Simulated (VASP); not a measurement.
# Al (a cell with a defect) in VASP: single point with PBE

Aim: the single point of Al (a cell with a defect) with PBE.

Everything below comes from runs of VASP 6.6.1. Logs are shortened: lines on timing, memory, paths and dates and some standing lists are left out, and cuts for length are marked.

**1. The cell of the first run**

The cell holds a defect, 33 atoms: a = 8.100 Å, b = 8.100 Å, c = 8.100 Å, α = 90.00°, β = 90.00°, γ = 90.00°.

**2. Single point, PBE**

Input file INCAR:

```
  PREC = Accurate
  ENCUT = 520
  EDIFF = 1E-7
  ISMEAR = -1
  SIGMA = 0.1
  LREAL = Auto
  LASPH = True
  NELM = 80
  ALGO = Normal
  ISIF = 2
  LWAVE = False
  LCHARG = False
  GGA = PE
  NBANDS = 72
```

Input file KPOINTS:

```
Automatic mesh
0
Gamma
  3 3 3
```

Input file POSCAR:

```
Al
1.0
    8.1000000000      0.0000000000      0.0000000000
    0.0000000000      8.1000000000      0.0000000000
    0.0000000000      0.0000000000      8.1000000000
Al
33
Direct
    0.5037707407     -0.0020361728     -0.0020539506
    0.7474846914      0.2443100000     -0.0020806173
    0.7474848148     -0.0020627160      0.2443103704
   -0.0057807407     -0.0020604938     -0.0020781481
    0.2505811111      0.2341133333      0.0022567901
    0.5128224691      0.5003825926      0.0023156790
    0.7475091358      0.7539432099     -0.0020565432
    0.2505812346      0.0022137037      0.2341177778
    0.4991295062      0.2518722222      0.2518883951
    0.7529437037      0.5003722222      0.2339165432
    0.5128120988      0.0022717284      0.5003985185
    0.7529437037      0.2339216049      0.5003881481
    0.7475092593     -0.0020386420      0.7539400000
   -0.0160791358      0.5003730864      0.0022565432
    0.2505920988      0.7631382716      0.0023074074
   -0.0021016049      0.2477177778      0.2477322222
    0.2456135802      0.4964614815      0.2024393827
    0.4956812346      0.7454218519      0.2555379012
   -0.0160697531      0.0022134568      0.5003890123
    0.2456119753      0.2023119753      0.4964212346
    0.5689511111      0.4965019753      0.4964630864
    0.7530055556      0.7633450617      0.5003991358
    0.2505920988      0.0022640741      0.7631171605
    0.4956296296      0.2555741975      0.7453886420
    0.7530060494      0.5003832099      0.7633341975
    0.0011259259      0.7497988889      0.2509329630
   -0.0453403704      0.4964864198      0.4964477778
    0.2456300000      0.8159724691      0.4964401235
    0.0011748148      0.2509655556      0.7497702469
    0.2456312346      0.4964803704      0.8161298765
    0.4920123457      0.7417364198      0.7417559259
    0.0047700000      0.7463679012      0.7463862963
    0.2663422222      0.5127018519      0.5128945679
```

Potentials or basis: VASP PAW PBE potentials, release 64 (Al).

On the command line:

```console
$ cat potpaw_PBE.64/Al/POTCAR > POTCAR
$ mpirun -np 1 vasp_std > vasp.out
```

OUTCAR:

```text
PREC = Accurate
   ENCUT = 520
   EDIFF = 1E-7
   ISMEAR = -1
   LREAL = Auto
   LASPH = True
   NELM = 80
   ISIF = 2
   GGA = PE

 ion  position               nearest neighbor table
   1  0.504  0.998  0.998-  13 2.79   7 2.79  15 2.80  23 2.80   5 2.80   8 2.80   2 2.81   3 2.81
                             9 2.91  18 2.92  24 2.92  31 2.94
   2  0.747  0.244  0.998-   1 2.81  13 2.81  25 2.81   6 2.81  10 2.82   3 2.82  14 2.82   4 2.82
                            16 2.87  29 2.87   9 2.88  24 2.89
   3  0.747  0.998  0.244-   1 2.81   7 2.81  22 2.81  11 2.81  12 2.82   2 2.82  19 2.82   4 2.82
                            16 2.87  26 2.87   9 2.88  18 2.89
   4  0.994  0.998  0.998-  13 2.81   7 2.81  15 2.82  23 2.82   5 2.82   8 2.82   2 2.82   3 2.82
                            16 2.86  26 2.87  29 2.87  32 2.88
   5  0.251  0.234  0.002-  30 2.61   8 2.66  17 2.67  23 2.70   1 2.80   4 2.82  16 2.86   9 2.86
                            29 2.88  24 2.88   6 3.03  14 3.05
   6  0.513  0.500  0.002-  30 2.64  10 2.70  17 2.70  25 2.74   7 2.80   2 2.81   9 2.85  18 2.86
                            24 2.88  31 2.88  15 3.01   5 3.03
   7  0.748  0.754  0.998-   1 2.79  13 2.80  25 2.80   6 2.80  10 2.81  14 2.81   3 2.81   4 2.81
                            26 2.90  32 2.92  18 2.92  31 2.93
   8  0.251  0.002  0.234-  28 2.61   5 2.66  20 2.67  15 2.70   1 2.80   4 2.82  16 2.86   9 2.86
                            26 2.88  18 2.88  11 3.03  19 3.05
   9  0.499  0.252  0.252-   6 2.85  11 2.86   5 2.86   8 2.86  21 2.86   3 2.88   2 2.88  12 2.88
[... 29 lines left out ...]
  24  0.496  0.256  0.745-  11 2.86  23 2.86  21 2.87  30 2.87   6 2.88   5 2.88  25 2.88  12 2.88
                             2 2.89  20 2.89  13 2.92   1 2.92
  25  0.753  0.500  0.763-  21 2.63  14 2.69  27 2.71   6 2.74   7 2.80   2 2.81  29 2.85  32 2.85
                            24 2.88  31 2.88  22 3.01  12 3.03
  26  0.001  0.750  0.251-  22 2.85  10 2.85  15 2.85  14 2.86  28 2.86   4 2.87   3 2.87   8 2.88
                            19 2.88  17 2.88  27 2.88   7 2.90
  27  0.955  0.496  0.496-  33 2.53  10 2.68  12 2.68  22 2.71  25 2.71  16 2.87  26 2.88  29 2.88
                            32 2.89  21 3.12  17 3.35  20 3.35
  28  0.246  0.816  0.496-  33 2.47  19 2.60   8 2.61  23 2.64  11 2.64  26 2.86  32 2.87  18 2.87
                            31 2.88  20 3.13
  29  0.001  0.251  0.750-  25 2.85  12 2.85  23 2.86  19 2.86  30 2.86   4 2.87   2 2.87   5 2.88
                            14 2.88  20 2.88  27 2.88  13 2.90
  30  0.246  0.496  0.816-  33 2.47  14 2.60   5 2.61  15 2.63   6 2.64  29 2.86  32 2.87  24 2.87
                            31 2.88  17 3.13
  31  0.492  0.742  0.742-  21 2.88  30 2.88  28 2.88  11 2.88   6 2.88  23 2.88  15 2.88  25 2.88
                            22 2.88   7 2.93  13 2.93   1 2.94  33 3.20
  32  0.005  0.746  0.746-  25 2.85  22 2.85  30 2.87  28 2.87  23 2.88  15 2.88  19 2.88  14 2.88
                             4 2.88  27 2.89   7 2.92  13 2.92
  33  0.266  0.513  0.513-  21 2.46  30 2.47  28 2.47  20 2.52  17 2.52  27 2.53  31 3.20

  LATTYP: Found a simple cubic cell.
 ALAT       =     8.1000000000

  Lattice vectors:

 A1 = (   8.1000000000,   0.0000000000,   0.0000000000)
 A2 = (   0.0000000000,   8.1000000000,   0.0000000000)
 A3 = (   0.0000000000,   0.0000000000,   8.1000000000)

Analysis of symmetry for initial positions (statically):
=====================================================================
 Subroutine PRICEL returns:
 Original cell was already a primitive cell.

 Routine SETGRP: Setting up the symmetry group for a
 simple cubic supercell.

 Subroutine GETGRP returns: Found  1 space group operations
 (whereof  1 operations were pure point group operations)
 out of a pool of 48 trial point group operations.

The static configuration has the point symmetry C_1 .

Analysis of symmetry for dynamics (positions and initial velocities):
=====================================================================
 Subroutine PRICEL returns:
 Original cell was already a primitive cell.

 Routine SETGRP: Setting up the symmetry group for a
 simple cubic supercell.

 Subroutine GETGRP returns: Found  1 space group operations
 (whereof  1 operations were pure point group operations)
 out of a pool of 48 trial point group operations.

The dynamic configuration has the point symmetry C_1 .

 Subroutine INISYM returns: Found  1 space group operations
 (whereof  1 operations are pure point group operations),
 and found     1 'primitive' translations

[... 94 lines left out ...]

  Cartesian coordinates                     Fractional coordinates (reciprocal lattice)
     0.041152263  0.000000000  0.000000000     0.333333333  0.000000000  0.000000000
     0.000000000  0.041152263  0.000000000     0.000000000  0.333333333  0.000000000
     0.000000000  0.000000000  0.041152263     0.000000000  0.000000000  0.333333333

  Length of vectors
     0.041152263  0.041152263  0.041152263

  Shift w.r.t. Gamma in fractional coordinates (k-lattice)
     0.000000000  0.000000000  0.000000000

 Subroutine IBZKPT returns following result:
 ===========================================

 Found     14 irreducible k-points:

 Following reciprocal coordinates:
            Coordinates               Weight
  0.000000  0.000000  0.000000      1.000000
  0.333333  0.000000  0.000000      2.000000
  0.000000  0.333333  0.000000      2.000000
  0.000000  0.000000  0.333333      2.000000
  0.333333  0.333333  0.000000      2.000000
  0.000000  0.333333  0.333333      2.000000
  0.333333  0.000000  0.333333      2.000000
 -0.333333  0.333333  0.000000      2.000000
 -0.333333  0.000000  0.333333      2.000000
  0.000000 -0.333333  0.333333      2.000000
  0.333333  0.333333  0.333333      2.000000
 -0.333333  0.333333  0.333333      2.000000
 -0.333333 -0.333333  0.333333      2.000000
  0.333333 -0.333333  0.333333      2.000000
   k-points           NKPTS =     14   k-points in BZ     NKDIM =     14   number of bands    NBANDS=     72
   number of dos      NEDOS =    301   number of ions     NIONS =     33
   total plane-waves  NPLWV = 216000
   dimension x,y,z NGX =    60 NGY =   60 NGZ =   60
   dimension x,y,z NGXF=   120 NGYF=  120 NGZF=  120
   ions per type =              33
   NGX,Y,Z   is equivalent  to a cutoff of  12.31, 12.31, 12.31 a.u.
   NGXF,Y,Z  is equivalent  to a cutoff of  24.63, 24.63, 24.63 a.u.
 SYSTEM =  unknown system
   PREC   = accura    normal or accurate (medium, high low for compatibility)
   ISTART =      0    job   : 0-new  1-cont  2-samecut
   ICHARG =      2    charge: 1-file 2-atom 10-const
   ISPIN  =      1    spin polarized calculation?
   LNONCOLLINEAR =      F non collinear calculations
   LSORBIT =      F    spin-orbit coupling
   LASPH  =      T    aspherical Exc in radial PAW
   ENCUT  =  520.0 eV  38.22 Ry    6.18 a.u.  15.06 15.06 15.06*2*pi/ulx,y,z
   NELM   =     80;   NELMIN=  2; NELMDL= -5     # of ELM steps
   EDIFF  = 0.1E-06   stopping-criterion for ELM
   LREAL  =      T    real-space projection
   EDIFFG = 0.1E-05   stopping-criterion for IOM
   NSW    =      0    number of steps for IOM
   IBRION =     -1    ionic relax: 0-MD 1-quasi-New 2-CG
   NFREE  =      0    steps in history (QN), initial steepest desc. (CG)
   ISIF   =      2    stress and relaxation
   ISYM   =      2    0-nonsym 1-usesym 2-fastsym
   POTIM  = 0.5000    time-step for ionic-motion
   TEBEG  =    0.0;   TEEND  =   0.0 temperature during run
   PSTRESS=    0.0 pullay stress
   NELECT =      99.0000    total number of electrons
   NUPDOWN=      -1.0000    fix difference up-down
   EMIN   =  10.00;   EMAX   =-10.00  energy-range for DOS
   EFERMI =   0.00;   METHOD = LEGACY
   ISMEAR =    -1;   SIGMA  =   0.10  broadening in eV -4-tet -1-fermi 0-gaus
   EFERMI_NEDOS =   21; number of points for ismear=-14 and -15
   IALGO  =     38    algorithm
   IMIX   =      4    mixing-type and parameters
     AMIX     =   0.40;   BMIX     =  1.00
     AMIX_MAG =   1.60;   BMIX_MAG =  1.00
  volume/ion in A,a.u.               =      16.10       108.68
  Fermi-wavevector in a.u.,A,eV,Ry     =   0.934978  1.766853 11.894002  0.874184
  Thomas-Fermi vector in A             =   2.061839
   LORBIT       =      0    0 simple, 1 ext, 2 COOP (PROOUT), +10 PAW based schemes
   GGA     = PE    functional components
   LHFCALC =     F    Hartree Fock is set to
   AEXX    =    0.0000 exact exchange contribution
   IVDW    =     0    specifies the selected vdW correction
   LEPSILON=     F    determine dielectric tensor
   LRPA    =     F    only Hartree local field effects (RPA)
 non-spin polarized calculation
  energy-cutoff  :      520.00
  volume of cell :      531.44
 maximum number of plane-waves:     14358
   NGX = 31   NGY = 31   NGZ = 31

 number of electron      99.0000000 magnetization

 Free energy of the ion-electron system (eV)
  ---------------------------------------------------
  ext. energy  EPLUGINS =         0.00000000
  ---------------------------------------------------
  free energy    TOTEN  =      -121.62895028 eV

  energy without entropy =     -121.40304533  energy(sigma->0) =     -121.51599780

 E-fermi :   8.2689     XC(G=0): -10.2729

 val. band max:        8.1565671833   @ k =   0.0000   0.0000   0.0000
 cond. band min:       8.2850205707   @ k =   0.0000   0.3333   0.3333
 fundamental gap:      0.1284533874
 Fermi energy:         8.2689093899

 k-point     1 :       0.0000    0.0000    0.0000
  band No.  band energies     occupation
      1      -3.0816      2.00000
      2      -1.0881      2.00000
      3      -1.0869      2.00000
      4      -0.8103      2.00000
      5      -0.6873      2.00000
      6      -0.6872      2.00000
[... 885 lines left out ...]
     60       9.8505      0.00000
     61       9.8580      0.00000
 [bands above 61 left out]

------------------------ aborting loop because EDIFF is reached ----------------------------------------

  FORCE on cell =-STRESS in cart. coord.  units (eV):
  Direction    XX          YY          ZZ          XY          YZ          ZX
  --------------------------------------------------------------------------------------
  -------------------------------------------------------------------------------------
  Total       16.0343018     15.9365524     15.9414342     -0.1193186     -0.1000127     -0.1212565
  in kB       48.3398813     48.0451885     48.0599059     -0.3597192     -0.3015161     -0.3655615
  external PRESSURE =      48.1483252 kB  Pullay stress =       0.0000000 kB

 VOLUME and BASIS-vectors are now :
 -----------------------------------------------------------------------------
  energy-cutoff  :      520.00
  volume of cell :      531.44
      direct lattice vectors                 reciprocal lattice vectors
     8.100000000  0.000000000  0.000000000     0.123456790  0.000000000  0.000000000
     0.000000000  8.100000000  0.000000000     0.000000000  0.123456790  0.000000000
     0.000000000  0.000000000  8.100000000     0.000000000  0.000000000  0.123456790

 POSITION                                       TOTAL-FORCE (eV/Angst)
 -----------------------------------------------------------------------------------
      4.08054      8.08351      8.08336        -0.003269     -0.001976     -0.002320
      6.05463      1.97891      8.08315        -0.001514      0.003629     -0.000379
      6.05463      8.08329      1.97891        -0.001516     -0.000560      0.003700
      8.05318      8.08331      8.08317         0.002451     -0.000146      0.000033
      2.02971      1.89632      0.01828         0.001304      0.000849      0.002715
      4.15386      4.05310      0.01876        -0.003435     -0.001674      0.002716
[... 25 lines left out ...]
      0.03864      6.04558      6.04573        -0.001049      0.001215      0.001116
      2.15737      4.15289      4.15445        -0.002601     -0.003237     -0.003117
 -----------------------------------------------------------------------------------
    total drift:                                0.020009      0.021260      0.018973

  FREE ENERGIE OF THE ION-ELECTRON SYSTEM (eV)
  ---------------------------------------------------
  free  energy   TOTEN  =      -121.6289502833 eV

  energy  without entropy=     -121.4030453252  energy(sigma->0) =     -121.51599780
```

Run time: 3.4 min. Hardware: 1 thread of Intel Xeon 6975P-C (Granite Rapids), shared host; peak memory 0.64 GiB.

Results:

```
Free energy            : -121.6290 eV
Pressure               : 4.8 GPa
Largest force          : 0.027 eV/Å
Band gap on the k mesh : zero (an odd number of electrons rules out a gap without spin polarisation)
```

Forces on the atoms (eV/Å):
```
Al  -0.003 -0.002 -0.002
Al  -0.002  0.004  0.000
Al  -0.002 -0.001  0.004
Al   0.002  0.000  0.000
Al   0.001  0.001  0.003
Al  -0.003 -0.002  0.003
Al  -0.001 -0.003 -0.001
Al   0.002  0.003  0.001
Al  -0.004  0.003  0.003
Al   0.003  0.001 -0.002
Al  -0.003  0.003 -0.002
Al   0.003 -0.002  0.001
Al  -0.002 -0.001 -0.003
Al   0.001  0.001  0.003
Al  -0.001 -0.003  0.004
Al   0.000 -0.001 -0.001
Al   0.003  0.002  0.017
Al   0.001  0.001  0.000
Al   0.001  0.004  0.001
Al   0.004  0.017  0.002
Al  -0.027  0.001  0.002
Al   0.001 -0.003 -0.001
Al  -0.001  0.004 -0.003
Al   0.001  0.000  0.001
Al   0.001 -0.001 -0.003
Al   0.005 -0.004  0.004
Al   0.017  0.003  0.004
Al   0.001 -0.026 -0.001
Al   0.005  0.004 -0.004
Al   0.001 -0.001 -0.026
Al   0.000  0.002  0.002
Al  -0.001  0.001  0.001
Al  -0.003 -0.003 -0.003
```

Levels at points of the mesh, in eV from the Fermi level:
| k point | band 47 | band 48 | band 49 | band 50 | band 51 | band 52 |
| --- | --- | --- | --- | --- | --- | --- |
| (0.00, 0.00, 0.00) | -0.48 | -0.11 | 0.20 | 0.20 | 0.21 | 0.42 |
